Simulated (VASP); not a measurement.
# CaO: single point with r2SCAN

CaO:

```
Ca O
1.0
     0.00000    2.39745    2.39745
     2.39745    0.00000    2.39745
     2.39745    2.39745    0.00000
Ca O
1 1
Direct
  0.00000 0.00000 0.00000
  0.50000 0.50000 0.50000
```

```yaml
Program: VASP 6.6.1
Task: single point
Functional: r2SCAN
Potentials_or_basis: VASP PAW PBE potentials, release 64 (Ca_sv, O)
Cutoff: 520 eV
k_mesh: 8 × 8 × 8
Occupations: gaussian, width 0.02 eV
Spin: no spin polarisation
Dipole_correction: no
Further_INCAR_settings: ALGO = Normal; EDIFF = 1e-07; NBANDS = 15
```

| Property | Result |
| --- | --- |
| Pressure | 1.1 GPa |
| Band gap on the k mesh | 4.19 eV, indirect (least direct gap 4.56 eV) |

Levels at points of the mesh, in eV from the valence-band top:
| k point | band 6 | band 7 | band 8 | band 9 | band 10 | band 11 |
| --- | --- | --- | --- | --- | --- | --- |
| (0.00, 0.00, 0.00) | 0.00 | 0.00 | 0.00 | 5.49 | 6.87 | 6.87 |
| (0.50, 0.00, 0.00) | -2.62 | -1.21 | -1.21 | 7.73 | 9.09 | 9.09 |
| (0.50, 0.50, 0.00) | -1.29 | -0.37 | -0.37 | 4.19 | 8.82 | 9.67 |

It took 52 s on 1 thread of Intel Xeon 6975P-C, on a shared host, peak memory 0.17 GiB.

Caveat: the PAW data sets were made with another functional, which shifts forces and pressure a little. r2SCAN opens gaps a little over a GGA but as a rule still falls short of measured ones.
